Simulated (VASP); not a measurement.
Write the native input for VASP 6.6.1 that does the following.

| Item | Value |
| --- | --- |
| Task | electric field gradients |
| Functional | LDA |
| Potentials or basis | VASP PAW LDA potentials, release 64 (Pd) |
| Cutoff | 520 eV |
| k mesh | 18 × 18 × 18 |
| Occupations | fermi-dirac, width 0.05 eV |
| Spin | no spin polarisation |
| Dipole correction | no |
| Further INCAR settings | ALGO = Normal; EDIFF = 1e-08; NBANDS = 11 |

The structure of Pd lies in POSCAR:

```
Pd
1.0
    0.0000000000      1.9830449783      1.9830449783
    1.9830449783      0.0000000000      1.9830449783
    1.9830449783      1.9830449783      0.0000000000
Pd
1
Direct
    0.0000000000      0.0000000000      0.0000000000
```

This cell differs from its parent crystal: volume scaled by 1.06.

One way to write it, as run:

INCAR

```
PREC     = Accurate       # precision mode
ENCUT    = 520            # plane-wave cutoff, eV
EDIFF    = 1E-8           # SCF threshold, eV
ISMEAR   = -1             # smearing method
SIGMA    = 0.05           # smearing width, eV
LREAL    = F              # projectors in reciprocal space
LASPH    = T              # aspherical terms in the spheres
NELM     = 60             # most SCF steps
ALGO     = Normal         # electronic algorithm
ISIF     = 2              # what is computed and relaxed
LWAVE    = F              # write WAVECAR
LCHARG   = F              # write CHGCAR
LEFG     = T            
NBANDS   = 11             # bands
```

KPOINTS

```
regular mesh
0
Gamma
  18 18 18
```

Potentials or basis: VASP PAW LDA potentials, release 64 (Pd).

Run with:

```sh
$ cat potpaw_LDA.64/Pd/POTCAR > POTCAR
$ mpirun -np 1 vasp_std > vasp.out
```

Results of the run:

```yaml
Pressure: -16.8 GPa
Band_gap_on_the_k_mesh: zero (band 5 reaches 8.92 eV, above the bottom of band 6 at 7.48 eV)
```

Caveat: without QUAD_EFG the Cq values of the log hold for a quadrupole moment of 1 mb, not for the nuclei.

Run time: 51 s on 1 thread of Intel Xeon 8259CL (shared host), peak memory 0.16 GiB.
